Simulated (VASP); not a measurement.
Write the native input for VASP 6.6.1 that does the following.

| Quantity | Value |
| --- | --- |
| Task | single point |
| Functional | PBEsol |
| Potentials or basis | VASP PAW PBE potentials, release 64 (Pb_d, S) |
| Cutoff | 520 eV |
| k mesh | 3 × 3 × 3 |
| Occupations | fermi-dirac, width 0.02 eV |
| Spin | no spin polarisation |
| Dipole correction | no |
| Further INCAR settings | ALGO = Normal; EDIFF = 1e-06; NBANDS = 28 |

The structure of PbS lies in POSCAR:

```
PbS
1.0
    2.0799530000     -5.9912970000      0.0000000000
    2.0799530000      5.9912970000      0.0000000000
    0.0000000000      0.0000000000      4.2793210000
Pb S
2 2
Direct
    0.8694370000      0.1305630000      0.7500000000
    0.1305630000      0.8694370000      0.2500000000
    0.6452030000      0.3547970000      0.7500000000
    0.3547970000      0.6452030000      0.2500000000
```

These files were run (other wordings do the same):

INCAR

```
PREC = Accurate ; ENCUT = 520
EDIFF = 1E-6 ; ISMEAR = -1
SIGMA = 0.02 ; LREAL = F
LASPH = T ; NELM = 80
ALGO = Normal ; ISIF = 2
LWAVE = F ; LCHARG = F
GGA = PS ; NBANDS = 28
```

KPOINTS

```
regular mesh
0
Gamma
  3 3 3
```

Potentials or basis: VASP PAW PBE potentials, release 64 (Pb_d, S).

Command:

```console
$ cat potpaw_PBE.64/Pb_d/POTCAR potpaw_PBE.64/S/POTCAR > POTCAR
$ mpirun -np 1 vasp_std > vasp.out
```

It gave:

```
Pressure               : -1.9 GPa
Largest force          : 0.225 eV/Å
Band gap on the k mesh : 1.68 eV, direct
```

Caveat: the k points lie up to 0.53 Å⁻¹ apart; the PAW data sets were made with another functional, which shifts forces and pressure a little; spin-orbit coupling is left out, which moves the levels of the heavy elements.

It took 26 s on 1 thread of AMD EPYC 7R43 64-Core Processor (Zen 3) (shared host), peak memory 0.21 GiB.
